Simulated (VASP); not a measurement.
Here is a VASP 6.6.1 calculation.

INCAR

```
PREC = Accurate
ENCUT = 520
EDIFF = 1E-6
ISMEAR = 0
SIGMA = 0.05
LREAL = False
LASPH = True
NELM = 100
ALGO = Normal
ISIF = 2
LWAVE = False
LCHARG = True
GGA = PS
LELF = True
LVHAR = True
NBANDS = 48
```

Contents of KPOINTS:

```
Automatic mesh
0
Gamma
  4 4 4
```

The input POSCAR:

```
Cs3SbF6
1.0
    0.2851602116      5.0354467158      4.9963442853
    5.2815044969      0.0000000000      5.2815044969
    4.9963442853      5.0354467158      0.2851602116
Cs Sb F
3 1 6
Direct
    0.7114119397      0.7885880603      0.7114119397
    0.2885880603      0.2114119397      0.2885880603
    0.5000000000      0.5000000000      0.5000000000
    0.0000000000      0.0000000000      0.0000000000
    0.7543860426      0.1970276242      0.2456139574
    0.2456139574      0.1970276242      0.7543860426
    0.2456139574      0.8029723758      0.7543860426
    0.2180923948      0.7819076052      0.2180923948
    0.7819076052      0.2180923948      0.7819076052
    0.7543860426      0.8029723758      0.2456139574
```

Potentials or basis: VASP PAW PBE potentials, release 64 (Cs_sv, Sb, F).

Launch:

```console
$ cat potpaw_PBE.64/Cs_sv/POTCAR potpaw_PBE.64/Sb/POTCAR potpaw_PBE.64/F/POTCAR > POTCAR
$ mpirun -np 1 vasp_std > vasp.out
```

**Question.** What does it give for the pressure?

**Answer.** -0.3 GPa.

**Question.** Predict the largest force.

**Answer.** 0.076 eV/Å.

Forces in eV/Å, atoms in the order of the input:
```
Cs   0.000  0.013  0.000
Cs   0.000 -0.013  0.000
Cs   0.000  0.000  0.000
Sb   0.000  0.000  0.000
F   -0.076  0.000  0.010
F    0.010  0.000 -0.076
F    0.076  0.000 -0.010
F    0.000 -0.072  0.000
F    0.000  0.072  0.000
F   -0.010  0.000  0.076
```

Caveat: the cell differs from its parent crystal (atoms displaced along a vibrational mode, then relaxed in part); the PAW data sets were made with another functional, which shifts forces and pressure a little.
